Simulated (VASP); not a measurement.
Write the native input for VASP 6.6.1 that does the following.

| Item | Value |
| --- | --- |
| Task | electric field gradients |
| Functional | LDA |
| Potentials or basis | VASP PAW LDA potentials, release 64 (Li_sv, Zn) |
| Cutoff | 520 eV |
| k mesh | 9 × 9 × 9 |
| Occupations | fermi-dirac, width 0.08 eV |
| Spin | no spin polarisation |
| Dipole correction | no |
| Further INCAR settings | ALGO = Normal; EDIFF = 1e-08; NBANDS = 23 |

The structure of LiZn lies in POSCAR:

```
LiZn
1.0
    0.0000000000      3.1316032494      3.1316032494
    3.1316032494      0.0000000000      3.1316032494
    3.1316032494      3.1316032494      0.0000000000
Li Zn
2 2
Direct
    0.5000000000      0.5000000000      0.5000000000
    0.7500000000      0.7500000000      0.7500000000
    0.0000000000      0.0000000000      0.0000000000
    0.2500000000      0.2500000000      0.2500000000
```

The input as run:

INCAR

```
SYSTEM = LiZn
  PREC = Accurate
  ENCUT = 520
  EDIFF = 1E-8
  ISMEAR = -1
  SIGMA = 0.08
  LREAL = .FALSE.
  LASPH = .TRUE.
  NELM = 100
  ALGO = Normal
  ISIF = 2
  LWAVE = .FALSE.
  LCHARG = .FALSE.
  LEFG = .TRUE.
  NBANDS = 23
```

KPOINTS

```
regular mesh
0
G
  9 9 9
  0 0 0
```

Potentials or basis: VASP PAW LDA potentials, release 64 (Li_sv, Zn).

Run with:

```console
$ cat potpaw_LDA.64/Li_sv/POTCAR potpaw_LDA.64/Zn/POTCAR > POTCAR
$ mpirun -np 1 vasp_std > vasp.out
```

It gave:

- Band gap on the k mesh: zero (bands 15 and 16 overlap by 4.41 eV)
- Largest electric field gradient by atom: zero within the noise of the run

It took 49 s on 1 thread of Intel(R) Xeon(R) Platinum 8375C CPU @ 2.90GHz (Ice Lake) (shared host), peak memory 0.19 GiB.
